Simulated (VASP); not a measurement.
Wanted: the native input for a VASP 6.6.1 run.

```yaml
Task: single point
Functional: PBEsol
Potentials_or_basis: VASP PAW PBE potentials, release 64 (W_sv, C)
Cutoff: 520 eV
k_mesh: 6 × 6 × 6
Occupations: gaussian, width 0.15 eV
Spin: no spin polarisation
Dipole_correction: no
Further_INCAR_settings: ALGO = Normal; EDIFF = 1e-06; NBANDS = 16
```

The structure of WC lies in POSCAR:

```
WC
1.0
    2.9005014360      0.0000000000      0.0000000000
   -1.4502507180      2.5119079273      0.0000000000
    0.0000000000      0.0000000000      2.8290000000
W C
1 1
Direct
   -0.1730424181     -0.1266758419      0.0000000000
    0.6666666667      0.3333333333      0.5000000000
```

This cell differs from its parent crystal: atom 1 (W) moved by (-0.450, +0.000) A along [1 1 0] and z.

The input as run:

INCAR

```
PREC = Accurate
ENCUT = 520
EDIFF = 1E-6
ISMEAR = 0
SIGMA = 0.15
LREAL = F
LASPH = T
NELM = 60
ALGO = Normal
ISIF = 2
LWAVE = F
LCHARG = F
GGA = PS
NBANDS = 16
```

KPOINTS

```
regular mesh
0
Gamma
  6 6 6
```

Potentials or basis: VASP PAW PBE potentials, release 64 (W_sv, C).

The run is started by

```console
$ cat potpaw_PBE.64/W_sv/POTCAR potpaw_PBE.64/C/POTCAR > POTCAR
$ mpirun -np 1 vasp_std > vasp.out
```

Results of the run:

```yaml
Pressure: 25.7 GPa
Largest_force: 4.727 eV/Å
Band_gap_on_the_k_mesh: zero (band 9 reaches 13.35 eV, above the bottom of band 10 at 11.08 eV)
```

Caveat: the k points lie up to 0.42 Å⁻¹ apart; the cell differs from its parent crystal (atom 1 (W) moved by (-0.450, +0.000) A along [1 1 0] and z); the PAW data sets were made with another functional, which shifts forces and pressure a little; spin-orbit coupling is left out, which moves the levels of the heavy elements.

Wall time 8.3 s on 1 thread of Intel(R) Xeon(R) 6975P-C (Granite Rapids), with other jobs on the host, peak memory 0.15 GiB.
